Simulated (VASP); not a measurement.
# Ir (Fm-3m) in VASP: electric field gradients with PBEsol

Aim: the electric field gradients of Ir with PBEsol.

All numbers are computed with VASP 6.6.1; they aren't measurements. Logs are shortened: lines on timing, memory, paths and dates and some standing lists are left out, and cuts for length are marked.

### Step 1. The cell of the first run

The structure is cubic, space group Fm-3m (No. 225). The conventional cell has a = 3.831 Å, b = 3.831 Å, c = 3.831 Å, α = 90.00°, β = 90.00°, γ = 90.00°. Within 3.6 Å of Ir (site symmetry m-3m) lie 12 Ir at 2.71 Å.

### Step 2. Electric field gradients, PBEsol

INCAR reads:

```
SYSTEM = Ir
  ALGO = Normal
  EDIFF = 1E-8
  ENCUT = 520
  GGA = PS
  ISIF = 2
  ISMEAR = -1
  LASPH = .True.
  LCHARG = .False.
  LEFG = .True.
  LREAL = Auto
  LWAVE = .False.
  NBANDS = 140
  NELM = 80
  PREC = Accurate
  SIGMA = 0.05
```

KPOINTS reads:

```
k-points
0
Gamma
  5 5 5
  0 0 0
```

POSCAR reads:

```
Ir
1.0
    0.0000000000      5.7468000000      5.7468000000
    5.7468000000      0.0000000000      5.7468000000
    5.7468000000      5.7468000000      0.0000000000
Ir
27
Direct
    0.0000000000      0.0000000000      0.0000000000
    0.0000000000      0.0000000000      0.3333333333
    0.0000000000      0.0000000000      0.6666666667
    0.0000000000      0.3333333333      0.0000000000
    0.0000000000      0.3333333333      0.3333333333
    0.0000000000      0.3333333333      0.6666666667
    0.0000000000      0.6666666667      0.0000000000
    0.0000000000      0.6666666667      0.3333333333
    0.0000000000      0.6666666667      0.6666666667
    0.3333333333      0.0000000000      0.0000000000
    0.3333333333      0.0000000000      0.3333333333
    0.3333333333      0.0000000000      0.6666666667
    0.3333333333      0.3333333333      0.0000000000
    0.3333333333      0.3333333333      0.3333333333
    0.3333333333      0.3333333333      0.6666666667
    0.3333333333      0.6666666667      0.0000000000
    0.3333333333      0.6666666667      0.3333333333
    0.3333333333      0.6666666667      0.6666666667
    0.6666666667      0.0000000000      0.0000000000
    0.6666666667      0.0000000000      0.3333333333
    0.6666666667      0.0000000000      0.6666666667
    0.6666666667      0.3333333333      0.0000000000
    0.6666666667      0.3333333333      0.3333333333
    0.6666666667      0.3333333333      0.6666666667
    0.6666666667      0.6666666667      0.0000000000
    0.6666666667      0.6666666667      0.3333333333
    0.6666666667      0.6666666667      0.6666666667
```

Potentials or basis: VASP PAW PBE potentials, release 64 (Ir).

The run is started by

```sh
cat potpaw_PBE.64/Ir/POTCAR > POTCAR
mpirun -np 1 vasp_std > vasp.out
```

OUTCAR:

```text
SYSTEM = Ir
   EDIFF = 1E-8
   ENCUT = 520
   GGA = PS
   ISIF = 2
   ISMEAR = -1
   LASPH = .True.
   LREAL = Auto
   NELM = 80
   PREC = Accurate

 ion  position               nearest neighbor table
   1  0.000  0.000  0.000-   2 2.71   3 2.71   4 2.71   6 2.71   7 2.71   8 2.71  10 2.71  12 2.71
                            16 2.71  19 2.71  20 2.71  22 2.71
   2  0.000  0.000  0.333-   1 2.71   4 2.71   5 2.71   8 2.71  10 2.71  11 2.71  17 2.71  20 2.71
                            23 2.71  21 2.71   9 2.71   3 2.71
   3  0.000  0.000  0.667-   1 2.71   6 2.71   7 2.71   9 2.71  12 2.71  18 2.71  19 2.71  21 2.71
                            24 2.71  11 2.71   5 2.71   2 2.71
   4  0.000  0.333  0.000-   1 2.71   2 2.71   5 2.71   6 2.71  10 2.71  13 2.71  15 2.71  22 2.71
                            23 2.71   9 2.71  25 2.71   7 2.71
   5  0.000  0.333  0.333-   2 2.71   4 2.71  11 2.71  13 2.71  14 2.71  23 2.71   3 2.71   7 2.71
                            24 2.71  26 2.71   6 2.71   8 2.71
   6  0.000  0.333  0.667-   1 2.71   3 2.71   4 2.71  12 2.71  15 2.71  22 2.71  24 2.71  14 2.71
                            27 2.71   5 2.71   8 2.71   9 2.71
   7  0.000  0.667  0.000-   1 2.71   3 2.71   8 2.71   9 2.71  16 2.71  18 2.71  19 2.71  25 2.71
                            26 2.71  13 2.71   5 2.71   4 2.71
   8  0.000  0.667  0.333-   1 2.71   2 2.71   7 2.71  16 2.71  17 2.71  20 2.71  26 2.71  14 2.71
                            27 2.71   6 2.71   5 2.71   9 2.71
   9  0.000  0.667  0.667-   3 2.71   7 2.71  18 2.71  21 2.71  25 2.71  27 2.71   4 2.71   2 2.71
[... 43 lines left out ...]
 A1 = (   0.0000000000,   5.7468000000,   5.7468000000)
 A2 = (   5.7468000000,   0.0000000000,   5.7468000000)
 A3 = (   5.7468000000,   5.7468000000,   0.0000000000)

Analysis of symmetry for initial positions (statically):
=====================================================================
 Subroutine PRICEL returns following result:

  LATTYP: Found a face centered cubic cell.
 ALAT       =     3.8311999996

  Lattice vectors:

 A1 = (   0.0000000000,   1.9155999998,   1.9155999998)
 A2 = (   1.9155999998,   0.0000000000,   1.9155999998)
 A3 = (   1.9155999998,   1.9155999998,   0.0000000000)

  27 primitive cells build up your supercell.

 Routine SETGRP: Setting up the symmetry group for a
 face centered cubic supercell.

 Subroutine GETGRP returns: Found 48 space group operations
 (whereof 48 operations were pure point group operations)
 out of a pool of 48 trial point group operations.

The static configuration has the point symmetry O_h .

Analysis of symmetry for dynamics (positions and initial velocities):
=====================================================================
 Subroutine PRICEL returns following result:

  LATTYP: Found a face centered cubic cell.
 ALAT       =     3.8311999996

  Lattice vectors:

 A1 = (   0.0000000000,   1.9155999998,   1.9155999998)
 A2 = (   1.9155999998,   0.0000000000,   1.9155999998)
 A3 = (   1.9155999998,   1.9155999998,   0.0000000000)

  27 primitive cells build up your supercell.

 Routine SETGRP: Setting up the symmetry group for a
 face centered cubic supercell.

 Subroutine GETGRP returns: Found 48 space group operations
 (whereof 48 operations were pure point group operations)
 out of a pool of 48 trial point group operations.

The dynamic configuration has the point symmetry O_h .

 Subroutine INISYM returns: Found 48 space group operations
 (whereof 48 operations are pure point group operations),
 and found    27 'primitive' translations

----------------------------------------------------------------------------------------

                                     Primitive cell

  volume of cell :      14.0587

  direct lattice vectors                    reciprocal lattice vectors
     0.000000000  1.915600000  1.915600000    -0.261014826  0.261014826  0.261014826
     1.915600000  0.000000000  1.915600000     0.261014826 -0.261014826  0.261014826
[... 74 lines left out ...]
   ISIF   =      2    stress and relaxation
   ISYM   =      2    0-nonsym 1-usesym 2-fastsym
   POTIM  = 0.5000    time-step for ionic-motion
   TEBEG  =    0.0;   TEEND  =   0.0 temperature during run
   PSTRESS=    0.0 pullay stress
   NELECT =     243.0000    total number of electrons
   NUPDOWN=      -1.0000    fix difference up-down
   EMIN   =  10.00;   EMAX   =-10.00  energy-range for DOS
   EFERMI =   0.00;   METHOD = LEGACY
   ISMEAR =    -1;   SIGMA  =   0.05  broadening in eV -4-tet -1-fermi 0-gaus
   EFERMI_NEDOS =   21; number of points for ismear=-14 and -15
   IALGO  =     38    algorithm
   IMIX   =      4    mixing-type and parameters
     AMIX     =   0.40;   BMIX     =  1.00
     AMIX_MAG =   1.60;   BMIX_MAG =  1.00
  volume/ion in A,a.u.               =      14.06        94.87
  Fermi-wavevector in a.u.,A,eV,Ry     =   1.410937  2.666284 27.085691  1.990742
  Thomas-Fermi vector in A             =   2.532839
   LORBIT       =      0    0 simple, 1 ext, 2 COOP (PROOUT), +10 PAW based schemes
   GGA     = PS    functional components
   LHFCALC =     F    Hartree Fock is set to
   AEXX    =    0.0000 exact exchange contribution
   IVDW    =     0    specifies the selected vdW correction
   LEPSILON=     F    determine dielectric tensor
   LRPA    =     F    only Hartree local field effects (RPA)
 non-spin polarized calculation
  energy-cutoff  :      520.00
  volume of cell :      379.58
 maximum number of plane-waves:     10258
   NGX = 31   NGY = 31   NGZ = 31

 number of electron     243.0000012 magnetization

 Free energy of the ion-electron system (eV)
  ---------------------------------------------------
  ext. energy  EPLUGINS =         0.00000000
  ---------------------------------------------------
  free energy    TOTEN  =      -265.39681076 eV

  energy without entropy =     -265.18147515  energy(sigma->0) =     -265.28914295

 E-fermi :  10.4106     XC(G=0): -14.1388

 val. band max:       10.3910077322   @ k =  -0.4000   0.4000   0.2000
 cond. band min:      10.4117387515   @ k =  -0.2000   0.2000   0.0000
 fundamental gap:      0.0207310194
 Fermi energy:        10.4105505829

 k-point     1 :       0.0000    0.0000    0.0000
  band No.  band energies     occupation
      1      -0.9037      2.00000
      2       2.0042      2.00000
      3       2.0042      2.00000
      4       2.0042      2.00000
      5       2.0042      2.00000
      6       2.0042      2.00000
[... 1349 lines left out ...]
    132      11.0964      0.00000
    133      11.1924      0.00000
 [bands above 133 left out]

------------------------ aborting loop because EDIFF is reached ----------------------------------------

  FORCE on cell =-STRESS in cart. coord.  units (eV):
  Direction    XX          YY          ZZ          XY          YZ          ZX
  --------------------------------------------------------------------------------------
  -------------------------------------------------------------------------------------
  Total        1.4164906      1.4164906      1.4164906     -0.0000000      0.0000000     -0.0000000
  in kB        5.9788275      5.9788275      5.9788275     -0.0000000      0.0000000     -0.0000000
  external PRESSURE =       5.9788275 kB  Pullay stress =       0.0000000 kB

 VOLUME and BASIS-vectors are now :
 -----------------------------------------------------------------------------
  energy-cutoff  :      520.00
  volume of cell :      379.58
      direct lattice vectors                 reciprocal lattice vectors
     0.000000000  5.746800000  5.746800000    -0.087004942  0.087004942  0.087004942
     5.746800000  0.000000000  5.746800000     0.087004942 -0.087004942  0.087004942
     5.746800000  5.746800000  0.000000000     0.087004942  0.087004942 -0.087004942

 POSITION                                       TOTAL-FORCE (eV/Angst)
 -----------------------------------------------------------------------------------
      0.00000      0.00000      0.00000        -0.000000     -0.000000     -0.000000
      1.91560      1.91560      0.00000         0.000000     -0.000000     -0.000000
      3.83120      3.83120      0.00000        -0.000000     -0.000000     -0.000000
      1.91560      0.00000      1.91560        -0.000000     -0.000000      0.000000
      3.83120      1.91560      1.91560        -0.000000     -0.000000      0.000000
      5.74680      3.83120      1.91560        -0.000000     -0.000000     -0.000000
[... 19 lines left out ...]
      5.74680      5.74680      7.66240        -0.000000      0.000000      0.000000
      7.66240      7.66240      7.66240         0.000000      0.000000      0.000000
 -----------------------------------------------------------------------------------
    total drift:                                0.000000      0.000000      0.000000

  FREE ENERGIE OF THE ION-ELECTRON SYSTEM (eV)
  ---------------------------------------------------
  free  energy   TOTEN  =      -265.3968107626 eV

  energy  without entropy=     -265.1814751450  energy(sigma->0) =     -265.28914295

 Electric field gradients (V/A^2)
---------------------------------------------------------------------
 ion       V_xx      V_yy      V_zz      V_xy      V_xz      V_yz
---------------------------------------------------------------------
   1       0.000    -0.000     0.000     0.000     0.000     0.000
   2      -0.000    -0.000     0.000     0.000     0.000     0.000
   3      -0.000    -0.000     0.000     0.000     0.000     0.000
   4      -0.000     0.000    -0.000     0.000     0.000     0.000
   5      -0.000     0.000     0.000     0.000     0.000     0.000
   6      -0.000     0.000     0.000     0.000     0.000     0.000
[... 19 lines left out ...]
  26      -0.000     0.000    -0.000     0.000     0.000     0.000
  27      -0.000     0.000    -0.000     0.000     0.000     0.000
---------------------------------------------------------------------

 Electric field gradients after diagonalization (V/A^2)
 (convention: |V_zz| > |V_xx| > |V_yy|)
----------------------------------------------------------------------
 ion       V_xx      V_yy      V_zz     asymmetry (V_yy - V_xx)/ V_zz
----------------------------------------------------------------------
   1      -0.000    -0.000     0.000       0.000
   2      -0.000    -0.000     0.000       0.000
   3      -0.000    -0.000     0.000       0.000
   4      -0.000    -0.000     0.000       0.000
   5      -0.000    -0.000     0.000       0.000
   6      -0.000    -0.000     0.000       0.000
[... 19 lines left out ...]
  26      -0.000    -0.000     0.000       0.000
  27      -0.000    -0.000     0.000       0.000
----------------------------------------------------------------------

           NMR quadrupolar parameters

 Cq : quadrupolar parameter    Cq=e*Q*V_zz/h
 eta: asymmetry parameters     (V_yy - V_xx)/ V_zz
 Q  : nuclear electric quadrupole moment in mb (millibarn)
----------------------------------------------------------------------
 ion       Cq(MHz)       eta       Q (mb)
----------------------------------------------------------------------
   1       0.000       0.000       1.000
   2       0.000       0.000       1.000
   3       0.000       0.000       1.000
   4       0.000       0.000       1.000
   5       0.000       0.000       1.000
   6       0.000       0.000       1.000
[... 19 lines left out ...]
  26       0.000       0.000       1.000
  27       0.000       0.000       1.000
----------------------------------------------------------------------
```

It took 45 min on 1 thread of Oxide Virtual Turin-like, shared host; peak memory 0.67 GiB.

What came out:

```
Free energy                             : -265.3968 eV
Pressure                                : 0.6 GPa
Largest electric field gradient by atom : under 0.05 V/Å² on every atom
```

Levels at points of the mesh, in eV from the Fermi level:
```tsv
k point	band 117	band 118	band 119	band 120	band 121	band 122	band 123	band 124	band 125	band 126
(0.00, 0.00, 0.00)	-0.28	-0.28	-0.28	-0.28	-0.28	-0.28	-0.28	-0.28	-0.28	-0.28
```

Caveat: the highest band is partly filled, so the run has too few bands; the PAW data sets were made with another functional, which shifts forces and pressure a little; spin-orbit coupling is left out, which moves the levels of the heavy elements.
